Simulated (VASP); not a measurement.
# Sc (P6_3/mmc) in VASP: notebook

Runs on Sc. Level: LDA. Tasks: single point.

Program: VASP 6.6.1. These are calculated values, not measurements. Logs are shortened: lines on timing, memory, paths and dates and some standing lists are left out, and cuts for length are marked.

## Step 1: The cell of the first run

The structure is hexagonal, space group P6_3/mmc (No. 194). The conventional cell has a = 3.227 Å, b = 3.227 Å, c = 5.009 Å, α = 90.00°, β = 90.00°, γ = 120.00°. Within 4.1 Å of Sc (site symmetry -6m2) lie 12 Sc at 3.12 to 3.23 Å.

## Step 2: Single point, LDA

Contents of INCAR:

```
SYSTEM = Sc
PREC = Accurate ; ENCUT = 500
EDIFF = 1E-6 ; ISMEAR = -1
SIGMA = 0.1 ; LREAL = .FALSE.
LASPH = .TRUE. ; NELM = 120
ALGO = Normal ; ISIF = 2
LWAVE = .FALSE. ; LCHARG = .TRUE.
LELF = .TRUE. ; LVHAR = .TRUE.
NBANDS = 18 ; GGA_COMPAT = .FALSE.
```

Contents of KPOINTS:

```
regular mesh
0
G
  2 2 1
  0 0 0
```

Contents of POSCAR:

```
Sc
1.0
    3.2269060027      0.0000000000      0.0000000000
   -1.6134530014      2.7945825740      0.0000000000
    0.0000000000      0.0000000000      5.0094253455
Sc
2
Direct
    0.3333333333      0.6666666667      0.2500000000
    0.6666666667      0.3333333333      0.7500000000
```

Potentials or basis: VASP PAW LDA potentials, release 64 (Sc_sv).

Launch:

```console
$ cat potpaw_LDA.64/Sc_sv/POTCAR > POTCAR
$ mpirun -np 1 vasp_std > vasp.out
```

OUTCAR:

```text
SYSTEM = Sc
   PREC = Accurate
   ENCUT = 500
   EDIFF = 1E-6
   ISMEAR = -1
   LREAL = .FALSE.
   LASPH = .TRUE.
   NELM = 120
   ISIF = 2

 ion  position               nearest neighbor table
   1  0.333  0.667  0.250-   2 3.12   2 3.12   2 3.12   2 3.12   2 3.12   2 3.12
   2  0.667  0.333  0.750-   1 3.12   1 3.12   1 3.12   1 3.12   1 3.12   1 3.12

  LATTYP: Found a hexagonal cell.
 ALAT       =     3.2269060027
 C/A-ratio  =     1.5523927072

  Lattice vectors:

 A1 = (   3.2269060027,   0.0000000000,   0.0000000000)
 A2 = (  -1.6134530014,   2.7945825740,   0.0000000000)
 A3 = (   0.0000000000,   0.0000000000,   5.0094253455)

Analysis of symmetry for initial positions (statically):
=====================================================================
 Subroutine PRICEL returns:
 Original cell was already a primitive cell.

 Routine SETGRP: Setting up the symmetry group for a
 hexagonal supercell.

 Subroutine GETGRP returns: Found 24 space group operations
 (whereof 12 operations were pure point group operations)
 out of a pool of 24 trial point group operations.

The static configuration has the point symmetry D_3d.
 The point group associated with its full space group is D_6h.

Analysis of symmetry for dynamics (positions and initial velocities):
=====================================================================
 Subroutine PRICEL returns:
 Original cell was already a primitive cell.

 Routine SETGRP: Setting up the symmetry group for a
 hexagonal supercell.

 Subroutine GETGRP returns: Found 24 space group operations
 (whereof 12 operations were pure point group operations)
 out of a pool of 24 trial point group operations.

The dynamic configuration has the point symmetry D_3d.
 The point group associated with its full space group is D_6h.

 Subroutine INISYM returns: Found 24 space group operations
 (whereof 12 operations are pure point group operations),
 and found     1 'primitive' translations

----------------------------------------------------------------------------------------

                                     Primitive cell

  volume of cell :      45.1743

  direct lattice vectors                    reciprocal lattice vectors
     3.226906003  0.000000000  0.000000000     0.309894369  0.178917597  0.000000000
    -1.613453001  2.794582574  0.000000000     0.000000000  0.357835195  0.000000000
     0.000000000  0.000000000  5.009425346     0.000000000  0.000000000  0.199623696

  length of vectors
     3.226906003  3.226906003  5.009425346     0.357835195  0.357835195  0.199623696

  position of ions in fractional coordinates (direct lattice)
     0.333333333  0.666666667  0.250000000
     0.666666667  0.333333333  0.750000000

  ion indices of the primitive-cell ions
   primitive index   ion index
                 1           1
                 2           2

----------------------------------------------------------------------------------------

 KPOINTS: regular mesh

Automatic generation of k-mesh.
 Grid dimensions read from file:
 generate k-points for:    2    2    1

 Generating k-lattice:

  Cartesian coordinates                     Fractional coordinates (reciprocal lattice)
     0.154947185  0.089458799  0.000000000     0.500000000  0.000000000  0.000000000
     0.000000000  0.178917597  0.000000000     0.000000000  0.500000000  0.000000000
     0.000000000  0.000000000  0.199623696     0.000000000  0.000000000  1.000000000

  Length of vectors
     0.178917597  0.178917597  0.199623696

  Shift w.r.t. Gamma in fractional coordinates (k-lattice)
     0.000000000  0.000000000  0.000000000

 Subroutine IBZKPT returns following result:
 ===========================================

 Found      2 irreducible k-points:

 Following reciprocal coordinates:
            Coordinates               Weight
  0.000000  0.000000  0.000000      1.000000
  0.500000  0.000000  0.000000      3.000000
   k-points           NKPTS =      2   k-points in BZ     NKDIM =      2   number of bands    NBANDS=     18
   number of dos      NEDOS =    301   number of ions     NIONS =      2
   total plane-waves  NPLWV =  23040
   dimension x,y,z NGX =    24 NGY =   24 NGZ =   40
   dimension x,y,z NGXF=    48 NGYF=   48 NGZF=   80
   ions per type =               2
   NGX,Y,Z   is equivalent  to a cutoff of  12.36, 12.36, 13.27 a.u.
   NGXF,Y,Z  is equivalent  to a cutoff of  24.73, 24.73, 26.55 a.u.
 SYSTEM =  Sc
   PREC   = accura    normal or accurate (medium, high low for compatibility)
   ISTART =      0    job   : 0-new  1-cont  2-samecut
   ICHARG =      2    charge: 1-file 2-atom 10-const
   ISPIN  =      1    spin polarized calculation?
   LNONCOLLINEAR =      F non collinear calculations
   LSORBIT =      F    spin-orbit coupling
   LASPH  =      T    aspherical Exc in radial PAW
   ENCUT  =  500.0 eV  36.75 Ry    6.06 a.u.   5.88  5.88  9.13*2*pi/ulx,y,z
   NELM   =    120;   NELMIN=  2; NELMDL= -5     # of ELM steps
   EDIFF  = 0.1E-05   stopping-criterion for ELM
   LREAL  =      F    real-space projection
   EDIFFG = 0.1E-04   stopping-criterion for IOM
   NSW    =      0    number of steps for IOM
   IBRION =     -1    ionic relax: 0-MD 1-quasi-New 2-CG
   NFREE  =      0    steps in history (QN), initial steepest desc. (CG)
   ISIF   =      2    stress and relaxation
   ISYM   =      2    0-nonsym 1-usesym 2-fastsym
   POTIM  = 0.5000    time-step for ionic-motion
   TEBEG  =    0.0;   TEEND  =   0.0 temperature during run
   PSTRESS=    0.0 pullay stress
   NELECT =      22.0000    total number of electrons
   NUPDOWN=      -1.0000    fix difference up-down
   EMIN   =  10.00;   EMAX   =-10.00  energy-range for DOS
   EFERMI =   0.00;   METHOD = LEGACY
   ISMEAR =    -1;   SIGMA  =   0.10  broadening in eV -4-tet -1-fermi 0-gaus
   EFERMI_NEDOS =   21; number of points for ismear=-14 and -15
   IALGO  =     38    algorithm
   IMIX   =      4    mixing-type and parameters
     AMIX     =   0.40;   BMIX     =  1.00
     AMIX_MAG =   1.60;   BMIX_MAG =  1.00
  volume/ion in A,a.u.               =      22.59       152.43
  Fermi-wavevector in a.u.,A,eV,Ry     =   1.288008  2.433983 22.571595  1.658965
  Thomas-Fermi vector in A             =   2.419988
   LORBIT       =      0    0 simple, 1 ext, 2 COOP (PROOUT), +10 PAW based schemes
   GGA     = CA    functional components
   LHFCALC =     F    Hartree Fock is set to
   AEXX    =    0.0000 exact exchange contribution
   IVDW    =     0    specifies the selected vdW correction
   LEPSILON=     F    determine dielectric tensor
   LRPA    =     F    only Hartree local field effects (RPA)
 non-spin polarized calculation
  energy-cutoff  :      500.00
  volume of cell :       45.17
 maximum number of plane-waves:      1144
 NGX is ok and might be reduce to    24
   NGX = 11   NGY = 11   NGZ = 19

 number of electron      22.0000000 magnetization

 Free energy of the ion-electron system (eV)
  ---------------------------------------------------
  ext. energy  EPLUGINS =         0.00000000
  ---------------------------------------------------
  free energy    TOTEN  =       -14.55561840 eV

  energy without entropy =      -14.45216344  energy(sigma->0) =      -14.50389092

 E-fermi :   3.6830     XC(G=0): -10.4849

 val. band max:        3.1965645600   @ k =   0.5000   0.0000   0.0000
 cond. band min:       3.7487992428   @ k =   0.5000   0.0000   0.0000
 fundamental gap:      0.5522346829
 Fermi energy:         3.6830487334

 k-point     1 :       0.0000    0.0000    0.0000
  band No.  band energies     occupation
      1     -44.5039      2.00000
      2     -44.3923      2.00000
      3     -23.8417      2.00000
      4     -23.2672      2.00000
      5     -23.2672      2.00000
      6     -23.2304      2.00000
[... 10 lines left out ...]
     17       6.4593      0.00000
     18       6.4593      0.00000

 k-point     2 :       0.5000    0.0000    0.0000
  band No.  band energies     occupation
      1     -44.4169      2.00000
      2     -44.3805      2.00000
      3     -23.6349      2.00000
      4     -23.5845      2.00000
      5     -23.5251      2.00000
      6     -23.3876      2.00000
[... 10 lines left out ...]
     17       8.4223      0.00000
     18       8.4721      0.00000

------------------------ aborting loop because EDIFF is reached ----------------------------------------

  FORCE on cell =-STRESS in cart. coord.  units (eV):
  Direction    XX          YY          ZZ          XY          YZ          ZX
  --------------------------------------------------------------------------------------
  -------------------------------------------------------------------------------------
  Total       -2.8242998     -2.8242998     -4.0267934      0.0000000      0.0000000      0.0000000
  in kB     -100.1682766   -100.1682766   -142.8166241      0.0000000      0.0000000      0.0000000
  external PRESSURE =    -114.3843924 kB  Pullay stress =       0.0000000 kB

 VOLUME and BASIS-vectors are now :
 -----------------------------------------------------------------------------
  energy-cutoff  :      500.00
  volume of cell :       45.17
      direct lattice vectors                 reciprocal lattice vectors
     3.226906003  0.000000000  0.000000000     0.309894369  0.178917597  0.000000000
    -1.613453001  2.794582574  0.000000000     0.000000000  0.357835195  0.000000000
     0.000000000  0.000000000  5.009425346     0.000000000  0.000000000  0.199623696

 POSITION                                       TOTAL-FORCE (eV/Angst)
 -----------------------------------------------------------------------------------
     -0.00000      1.86306      1.25236        -0.000000      0.000000      0.000000
      1.61345      0.93153      3.75707         0.000000     -0.000000      0.000000
 -----------------------------------------------------------------------------------
    total drift:                               -0.000000      0.000000     -0.000000

  FREE ENERGIE OF THE ION-ELECTRON SYSTEM (eV)
  ---------------------------------------------------
  free  energy   TOTEN  =       -14.5556183986 eV

  energy  without entropy=      -14.4521634435  energy(sigma->0) =      -14.50389092
```

Wall time 4.9 s (1 thread of AMD EPYC 7R43 (Zen 3), shared host); peak memory 0.1 GiB.

Results:

| Item | Value |
| --- | --- |
| Free energy | -14.5556 eV |
| Pressure | -11.4 GPa |
| Band gap on the k mesh | zero (band 11 reaches 4.91 eV, above the bottom of band 12 at 3.75 eV) |

Caveat: the k points lie up to 1.25 Å⁻¹ apart.

(Part 1 of 3 ends here.)
